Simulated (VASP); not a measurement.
**NiMoIrPdW: relaxation of cell and atoms with RPBE**

NiMoIrPdW:

```xyz
10
Lattice="2.7708 0.0000 0.0000 -1.3854 2.3996 0.0000 0.0000 0.0000 22.0199" Properties=species:S:1:pos:R:3 pbc="T T T"
Ni    0.0000    1.5997   18.7348
Ni    1.3854    0.7999    3.2852
Mo    1.3854    0.7999   16.7481
Mo    0.0000    1.5997    5.2718
Pd    0.0000    1.5997    1.1734
Pd    1.3854    0.7999   20.8465
Ir    0.0000    1.5997   14.4948
Ir    1.3854    0.7999    7.5251
W     0.0000    1.5997    9.7808
W     1.3854    0.7999   12.2391
```

| Item | Value |
| --- | --- |
| Program | VASP 6.6.1 |
| Task | relaxation of cell and atoms |
| Functional | RPBE |
| Potentials or basis | VASP PAW PBE potentials, release 64 (Ni, Mo_sv, Pd, Ir, W_sv) |
| Cutoff | 600 eV |
| k mesh | 11 × 11 × 2 |
| Occupations | fermi-dirac, width 0.05 eV |
| Spin | collinear spin, ferromagnetic start |
| Starting moments | [1.0, 1.0, 1.0, 1.0, 0.0, 0.0, 0.6, 0.6, 0.0, 0.0] μB |
| Further INCAR settings | ALGO = Normal; EDIFF = 1e-07; IBRION = 2; EDIFFG = -0.01; NSW = 60; ISIF = 3 |

```json
{
  "Relaxed volume": "14.92 Å³/atom",
  "Relaxed cell": "a = 2.789 Å, b = 2.789 Å, c = 22.139 Å, α = 90.00°, β = 90.00°, γ = 120.00°",
  "Space group after relaxing (to 0.1 Å)": "P-3m1 (No. 164)",
  "Energy gained by relaxing": "4.0 meV/atom",
  "Ionic steps": "18",
  "Pressure after relaxing": "0.1 GPa",
  "Largest force after relaxing": "0.008 eV/Å",
  "Band gap on the k mesh": "zero (filled and empty bands overlap)",
  "Net moment": "0.00 μB per cell",
  "Valence electrons inside the program's atomic spheres": "Ni 9.17; Mo 12.46; Pd 9.38; Ir 8.37; W 12.02"
}
```

Forces in eV/Å, atoms in the order of the input:
```
Ni   0.000  0.000  0.001
Ni   0.000  0.000 -0.001
Mo   0.000  0.000  0.002
Mo   0.000  0.000 -0.002
Pd   0.000  0.000  0.002
Pd   0.000  0.000 -0.002
Ir   0.000  0.000  0.008
Ir   0.000  0.000 -0.008
W    0.000  0.000  0.004
W    0.000  0.000 -0.004
```

The path:
| step | energy change (eV) | largest force (eV/Å) | pressure (GPa) | volume (Å³) |
| --- | --- | --- | --- | --- |
| 1 | 0.0000 | 0.1294 | 4.44 | 146.41 |
| 2 | 0.1368 | 0.1925 | -8.76 | 155.17 |
| 3 | -0.0365 | 0.1264 | -0.10 | 149.10 |
| 4 | -0.0365 | 0.1266 | -0.03 | 149.04 |
| 5 | -0.0381 | 0.0431 | 0.02 | 149.04 |
| 6 | -0.0381 | 0.0362 | 0.05 | 149.04 |
| 7 | -0.0384 | 0.0358 | -0.06 | 149.13 |
| 8 | -0.0388 | 0.0345 | -0.35 | 149.36 |
| 9 | -0.0390 | 0.0323 | -0.32 | 149.34 |
| 10 | -0.0393 | 0.0312 | -0.18 | 149.26 |
| 11 | -0.0395 | 0.0396 | 0.08 | 149.11 |
| 12 | -0.0395 | 0.0385 | 0.07 | 149.13 |
| 13 | -0.0395 | 0.0360 | 0.06 | 149.14 |
| 14 | -0.0397 | 0.0284 | 0.02 | 149.17 |
| 15 | -0.0397 | 0.0242 | -0.03 | 149.24 |
| 16 | -0.0397 | 0.0177 | -0.03 | 149.22 |
| 17 | -0.0398 | 0.0122 | -0.02 | 149.20 |
| 18 | -0.0398 | 0.0080 | 0.09 | 149.16 |

Final structure:
```
Ni Mo Pd Ir W
1.0
     2.78922   -0.00001    0.00000
    -1.39461    2.41553    0.00000
     0.00001   -0.00001   22.13936
Ni Mo Pd Ir W
2 2 2 2 2
Direct
  0.33333 0.66667 0.85012
  0.66667 0.33333 0.14988
  0.66667 0.33333 0.75946
  0.33333 0.66667 0.24054
  0.33333 0.66667 0.05354
  0.66667 0.33333 0.94646
  0.33334 0.66667 0.65758
  0.66666 0.33333 0.34242
  0.33333 0.66667 0.44420
  0.66667 0.33333 0.55580
```

Levels at points of the mesh, in eV from the Fermi level:
Spin up:
| k point | band 54 | band 55 | band 56 | band 57 | band 58 | band 59 | band 60 | band 61 |
| --- | --- | --- | --- | --- | --- | --- | --- | --- |
| (0.00, 0.00, 0.00) | -0.84 | -0.84 | -0.53 | -0.52 | -0.52 | -0.19 | -0.19 | -0.13 |
| (0.00, 0.00, 0.50) | -0.95 | -0.88 | -0.88 | -0.47 | -0.47 | -0.25 | -0.25 | -0.10 |
Spin down:
```
           k point  band 54  band 55  band 56  band 57  band 58  band 59  band 60  band 61
(0.00, 0.00, 0.00)    -0.84    -0.84    -0.53    -0.52    -0.52    -0.19    -0.19    -0.13
(0.00, 0.00, 0.50)    -0.95    -0.88    -0.88    -0.47    -0.47    -0.25    -0.25    -0.10
```

Wall time 2.4 h on 4 MPI ranks on Intel(R) Xeon(R) Platinum 8488C (Sapphire Rapids) (shared host), peak memory 1.5 GiB a rank.

Caveat: the PAW data sets were made with another functional, which shifts forces and pressure a little; spin-orbit coupling is left out, which moves the levels of the heavy elements.
